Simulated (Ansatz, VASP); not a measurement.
**SrTiO3 in VASP and in Ansatz**

```
Sr Ti O
1.0
     4.06313    0.00000    0.00000
     0.00000    4.06313    0.00000
     0.00000    0.00000    4.06313
Sr Ti O
1 1 3
Direct
  0.00000 0.00000 0.00000
  0.50000 0.50000 0.50000
  0.50000 0.50000 0.00000
  0.50000 0.00000 0.50000
  0.00000 0.50000 0.50000
```

Change from the starting cell: hydrostatic strain +4.0%.

Alike in both runs: task single point; functional PBE; k mesh 6 × 6 × 6; occupations fermi-dirac, width 0.02 eV; no spin polarisation.

```csv
,VASP,Ansatz
version,VASP 6.6.1,Ansatz 0.2.0
potentials or method,"VASP PAW PBE potentials, release 64 (Sr_sv, Ti_sv, O)","plane waves, PAW"
plane-wave cutoff (eV),520,420
valence electrons in the cell,40,40
```

```csv
,VASP,Ansatz,Ansatz less VASP
gap on the k mesh at the Fermi level (eV),1.63,1.65,+0.025
pressure (GPa),-12.7,-13.1,-0.46
```

With one functional, cell and mesh, what is left measures potentials, basis and numerics.
